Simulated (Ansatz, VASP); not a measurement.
## PbO: VASP beside Ansatz

INCAR

```
PREC = Accurate
ENCUT = 520
EDIFF = 1E-7
ISMEAR = 0
SIGMA = 0.05
LREAL = F
LASPH = T
NELM = 60
ALGO = Normal
ISIF = 2
LWAVE = F
LCHARG = T
GGA = PE
LELF = T
LVHAR = T
NBANDS = 17
```

The input KPOINTS:

```
regular mesh
0
Gamma
  12 12 10
```

POSCAR

```
PbO
1.0
    3.6181560897      0.0145098001     -0.0264225107
   -1.7965121894      3.0455251080     -0.0070974243
   -0.0244025467     -0.0216576897      3.2918413078
Pb O
1 1
Direct
   -0.0030060794      0.0124088642     -0.0184690075
    0.6696727460      0.3209244691      0.5184690075
```

Input for Ansatz:

```yaml
crystal:
  lattice:
    - [3.6181560897, 0.0145098001, -0.0264225107]
    - [-1.7965121894, 3.045525108, -0.0070974243]
    - [-0.0244025467, -0.0216576897, 3.2918413078]
  atoms:
    - { symbol: Pb, position: [-0.0030060794, 0.0124088642, -0.0184690075] }
    - { symbol: O, position: [0.669672746, 0.3209244691, 0.5184690075] }
basis:
  ecutwfc: 420
  ecutrho_ratio: 4
kpoints:
  mp_grid: { grid: [12, 12, 10] }
hamiltonian:
  xc: pbe
scf:
  occupations: { method: gaussian, width: 0.05 }
output:
  forces: true
  stress: true
  eigenvalues: true
```

Change from the starting cell: all atoms moved at random (sigma 0.1 Å), cell strained at random (1 %).

Alike in both runs: task single point; functional PBE; k mesh 12 × 12 × 10; occupations gaussian, width 0.05 eV; no spin polarisation.

|  | VASP | Ansatz |
| --- | --- | --- |
| version | VASP 6.6.1 | Ansatz 0.2.0 |
| potentials or method | VASP PAW PBE potentials, release 64 (Pb_d, O), cutoff 520 eV | scalar-relativistic, plane waves, PAW |
| valence electrons in the cell | 20 | 20 |

VASP gave:

| Quantity | Value |
| --- | --- |
| gap on the k mesh at the Fermi level (eV) | 0.15 |
| least direct gap on the mesh (eV) | 0.38 |
| pressure (GPa) | 0.4 |
| traceless stress, the component that is largest in VASP (GPa) | -0.93 |
| rms of the force components (eV/Å) | 0.155 |

Task: Estimate Ansatz's values.

Result: gap on the k mesh at the Fermi level (eV): 0.15; least direct gap on the mesh (eV): 0.38; pressure (GPa): 0.5; traceless stress, the component that is largest in VASP (GPa): -0.94; rms of the force components (eV/Å): 0.157.

Atom by atom the forces differ by 0.004 eV/Å (rms over components).

Neither program's run includes spin-orbit coupling.
